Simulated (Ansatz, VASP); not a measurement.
## Two plane-wave programs on MgI2

```xyz
3
Lattice="4.1566 0.0000 0.0000 -2.0783 3.5998 0.0000 0.0000 0.0000 6.8756" Properties=species:S:1:pos:R:3 pbc="T T T"
Mg    0.0000    0.0000    0.0000
I     0.0000    2.3998    1.6678
I     2.0783    1.1999    5.2078
```

Alike in both runs: task single point; functional r2SCAN; k mesh 3 × 3 × 3; no spin polarisation.

|  | VASP | Ansatz |
| --- | --- | --- |
| version | VASP 6.6.1 | Ansatz 0.2.0 |
| potentials or method | VASP PAW PBE potentials, release 64 (Mg, I) | plane waves |
| plane-wave cutoff (eV) | 520 | 500 |
| occupations | gaussian, width 0.01 eV | fixed |
| valence electrons in the cell | 16 | 44 |

|  | VASP | Ansatz | Ansatz less VASP |
| --- | --- | --- | --- |
| gap on the k mesh at the Fermi level (eV) | 4.37 | 4.40 | +0.034 |
| pressure (GPa) | 1.0 | 1.2 | +0.12 |
| traceless stress, the component that is largest in VASP (GPa) | -0.66 | -0.66 | -0.005 |
| rms of the force components (eV/Å) | 0.032 | 0.024 | -0.0087 |

VASP's potentials were made for PBE, not for r2SCAN. Atom by atom the forces differ by 0.009 eV/Å (rms over components). VASP's potentials hold 16 valence electrons a cell and Ansatz's 44, so a difference there can come from the potentials and not from the codes.

The k mesh is coarse, so the values compare programs but aren't converged. Neither program's run includes spin-orbit coupling.
